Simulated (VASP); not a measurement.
B3C2, 5 atoms in the cell. Symmetry: P-6m2, No. 187, hexagonal system. Conventional cell: a = 2.922 Å, b = 2.922 Å, c = 6.432 Å, α = 90.00°, β = 90.00°, γ = 120.00°. B (site symmetry 3m) has 2 B at 1.90 to 2.27 Å and 3 C at 2.37 Å within 2.5 Å. B (site symmetry -6m2) has 6 C at 1.79 Å and 2 B at 2.27 Å within 2.4 Å. Within 1.6 Å of C (site symmetry 3m) lie 1 C at 1.21 Å. The cell was built from a structure type or drawn by symmetry, and may not be a known phase.

* Program: VASP 6.6.1
* Task: relaxation of cell and atoms
* Functional: PBE
* Potentials or basis: VASP PAW PBE potentials, release 64 (B, C)
* Cutoff: 600 eV
* k mesh: 6 × 6 × 4
* Occupations: gaussian, width 0.1 eV
* Spin: no spin polarisation
* Dipole correction: no
* Further INCAR settings: ALGO = Normal; EDIFF = 1e-07; IBRION = 2; EDIFFG = -0.04; NSW = 90; ISIF = 3

Potentials or basis: VASP PAW PBE potentials, release 64 (B, C).

Launch:

```bash
$ cat potpaw_PBE.64/B/POTCAR potpaw_PBE.64/C/POTCAR > POTCAR
$ mpirun -np 1 vasp_std > vasp.out
```

Hardware: 1 thread of AMD EPYC 7R13, with other jobs on the host.

Problem. Estimate the wall time of this run.

Solution. Wall time 12 min on 1 thread of AMD EPYC 7R13 (shared host), peak memory 0.15 GiB. Counts: scf iterations 434, k points 21, ion steps 52.
